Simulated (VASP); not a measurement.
**CdSe: single point with r2SCAN**

Crystal: CdSe.

```
Cd Se
1.0
     0.00000    3.00518    3.00518
     3.00518    0.00000    3.00518
     3.00518    3.00518    0.00000
Cd Se
1 1
Cartesian
  0.0000 0.0000 0.0000
  4.5078 4.5078 4.5078
```

```json
{
  "Program": "VASP 6.6.1",
  "Task": "single point",
  "Functional": "r2SCAN",
  "Potentials or basis": "VASP PAW PBE potentials, release 64 (Cd, Se)",
  "Cutoff": "550 eV",
  "k mesh": "6 × 6 × 6",
  "Occupations": "gaussian, width 0.01 eV",
  "Spin": "no spin polarisation"
}
```

```yaml
Pressure: 3.9 GPa
Band_gap_on_the_k_mesh: 1.17 eV
```

Levels at points of the mesh, in eV from the valence-band top:
```tsv
k point	band 7	band 8	band 9	band 10	band 11	band 12
(0.00, 0.00, 0.00)	0.00	0.00	0.00	1.17	6.47	6.47
(0.50, 0.00, 0.00)	-4.65	-0.81	-0.81	2.91	6.93	6.93
(0.50, 0.50, 0.00)	-4.26	-2.02	-2.02	3.39	4.18	9.90
```

Run time: 34 s on 1 thread of Intel(R) Xeon(R) 6975P-C (Granite Rapids), on a shared host, peak memory 0.22 GiB.

Caveat: the cell stands under pressure; the PAW data sets were made with another functional, which shifts forces and pressure a little.
